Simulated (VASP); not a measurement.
A run of VASP 6.6.1:

Contents of POSCAR:

```
Re
1.0
    0.0000000000      1.8932971813      1.8932971813
    1.8932971813      0.0000000000      1.8932971813
    1.8932971813      1.8932971813      0.0000000000
Re
1
Direct
    0.0000000000      0.0000000000      0.0000000000
```

File INCAR.step1:

```
PREC = Accurate ; ENCUT = 520
ISMEAR = -1 ; SIGMA = 0.1
LREAL = F ; LASPH = T
NELM = 60 ; NBANDS = 10
GGA = PE ; ALGO = Normal
EDIFF = 1E-4 ; LWAVE = T
LCHARG = F
```

The input INCAR.step2:

```
PREC = Accurate ; ENCUT = 520
EDIFF = 1E-6 ; ISMEAR = -1
SIGMA = 0.1 ; LREAL = F
LASPH = T ; NELM = 60
ALGO = Normal ; ISIF = 2
LWAVE = F ; LCHARG = F
METAGGA = R2SCAN ; LMIXTAU = T
NBANDS = 10 ; ISTART = 1
```

Contents of KPOINTS:

```
Automatic mesh
0
Gamma
  16 16 16
```

Potentials or basis: VASP PAW PBE potentials, release 64 (Re).

Command:

```sh
$ cat potpaw_PBE.64/Re/POTCAR > POTCAR
$ cp INCAR.step1 INCAR
$ mpirun -np 1 vasp_std > vasp.out
$ cp INCAR.step2 INCAR
$ mpirun -np 1 vasp_std > vasp.out
```

Hardware: 1 thread of Intel(R) Xeon(R) 6975P-C (Granite Rapids), on a shared host.

Task: How long does it take, and how much memory?

Result: Run time: 35 s on 1 thread of Intel(R) Xeon(R) 6975P-C (Granite Rapids), with other jobs on the host, peak memory 0.14 GiB. Counts: k points 145.
